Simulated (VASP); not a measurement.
A run of VASP 6.6.1:

Contents of INCAR:

```
SYSTEM = CaB2H2
  PREC = Accurate
  ENCUT = 520
  EDIFF = 1E-7
  ISMEAR = -1
  SIGMA = 0.05
  LREAL = .FALSE.
  LASPH = .TRUE.
  NELM = 80
  ALGO = Normal
  ISIF = 2
  LWAVE = .FALSE.
  LCHARG = .TRUE.
  GGA = PS
  LELF = .TRUE.
  LVHAR = .TRUE.
  NBANDS = 17
```

KPOINTS

```
Automatic mesh
0
G
  12 12 9
  0 0 0
```

POSCAR

```
CaB2H2
1.0
    3.4767192709      0.0000000000      0.0000000000
   -1.7383596355      3.0109272105      0.0000000000
    0.0000000000      0.0000000000      3.9792940000
Ca B H
1 2 2
Direct
    0.0000000000      0.0000000000      0.0000000000
    0.3333333333      0.6666666667      0.4628360000
    0.6666666667      0.3333333333      0.5371640000
    0.3333333333      0.6666666667      0.1511690000
    0.6666666667      0.3333333333      0.8488310000
```

Potentials or basis: VASP PAW PBE potentials, release 64 (Ca_sv, B, H).

Launch:

```console
$ cat potpaw_PBE.64/Ca_sv/POTCAR potpaw_PBE.64/B/POTCAR potpaw_PBE.64/H/POTCAR > POTCAR
$ mpirun -np 1 vasp_std > vasp.out
```

Hardware: 1 thread of Intel(R) Xeon(R) Platinum 8488C (Sapphire Rapids) (shared host).

Q: How long does it take, and how much memory?

A: Wall time 67 s on 1 thread of Intel(R) Xeon(R) Platinum 8488C (Sapphire Rapids) (shared host), peak memory 0.24 GiB. Counts: scf iterations 15, k points 143.
